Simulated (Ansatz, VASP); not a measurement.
## One calculation of Sn, two programs

File POSCAR:

```
Sn
1.0
   -1.8946518200      1.8946518200      1.8946518200
    1.8946518200     -1.8946518200      1.8946518200
    1.8946518200      1.8946518200     -1.8946518200
Sn
1
Direct
    0.0000000000      0.0000000000      0.0000000000
```

INCAR.step1

```
PREC = Accurate ; ENCUT = 520
ISMEAR = 0 ; SIGMA = 0.2
LREAL = F ; LASPH = T
NELM = 60 ; NBANDS = 13
GGA = PE ; ALGO = Normal
EDIFF = 1E-4 ; LWAVE = T
LCHARG = F
```

The input INCAR.step2:

```
PREC = Accurate ; ENCUT = 520
EDIFF = 1E-6 ; ISMEAR = 0
SIGMA = 0.2 ; LREAL = F
LASPH = T ; NELM = 60
ALGO = Normal ; ISIF = 2
LWAVE = F ; LCHARG = F
METAGGA = R2SCAN ; LMIXTAU = T
NBANDS = 13 ; ISTART = 1
```

KPOINTS

```
Automatic mesh
0
Gamma
  12 12 12
```

Input for Ansatz:

```yaml
crystal:
  lattice:
    - [-1.89465182, 1.89465182, 1.89465182]
    - [1.89465182, -1.89465182, 1.89465182]
    - [1.89465182, 1.89465182, -1.89465182]
  atoms:
    - { symbol: Sn, position: [0.0, 0.0, 0.0] }
basis:
  ecutwfc: 650.0
kpoints:
  mp_grid:
    grid: [12, 12, 12]
    shift: [0.0, 0.0, 0.0]
hamiltonian:
  xc: r2scan
scf:
  occupations:
    method: gaussian
    width: 0.2
output:
  forces: true
  stress: true
```

Alike in both runs: task single point; functional r2SCAN; k mesh 12 × 12 × 12; occupations gaussian, width 0.2 eV; no spin polarisation.

|  | VASP | Ansatz |
| --- | --- | --- |
| version | VASP 6.6.1 | Ansatz 0.2.0 |
| potentials or method | VASP PAW PBE potentials, release 64 (Sn_d), cutoff 520 eV | plane waves, PAW |
| valence electrons in the cell | 14 | 14 |

|  | VASP | Ansatz | Ansatz less VASP |
| --- | --- | --- | --- |
| pressure (GPa) | -0.7 | -0.7 | -0.01 |

VASP's potentials were made for PBE, not for r2SCAN.
